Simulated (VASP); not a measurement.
Ba:

```
Ba
1.0
     0.00000    3.14980    3.14980
     3.14980    0.00000    3.14980
     3.14980    3.14980    0.00000
Ba
1
Direct
  0.00000 0.00000 0.00000
```

This isn't the form of Ba at room conditions, which is bcc.

| Item | Value |
| --- | --- |
| Program | VASP 6.6.1 |
| Task | relaxation of cell and atoms |
| Functional | LDA |
| Potentials or basis | VASP PAW LDA potentials, release 64 (Ba_sv) |
| Cutoff | 600 eV |
| k mesh | 9 × 9 × 9 |
| Occupations | fermi-dirac, width 0.1 eV |
| Spin | no spin polarisation |

At the start: pressure -1.1 GPa; volume 62.50 Å³/atom.

How do energy, volume and symmetry change on relaxing?

Over 4 steps the energy falls by 31.7 meV/atom and the volume is 53.98 Å³/atom (-13.6 %); space group Fm-3m (No. 225, to 0.1 Å) before and after.

Step by step:
| step | energy change (eV) | largest force (eV/Å) | pressure (GPa) | volume (Å³) |
| --- | --- | --- | --- | --- |
| 1 | 0.0000 | 0.0000 | -1.11 | 62.50 |
| 2 | -0.0217 | 0.0000 | -0.68 | 58.65 |
| 3 | -0.0315 | 0.0000 | -0.11 | 54.65 |
| 4 | -0.0317 | 0.0000 | 0.01 | 53.98 |

Final structure:
```
Ba
1.0
     0.00000    2.99962    2.99962
     2.99962    0.00000    2.99962
     2.99962    2.99962    0.00000
Ba
1
Direct
  0.00000 0.00000 0.00000
```
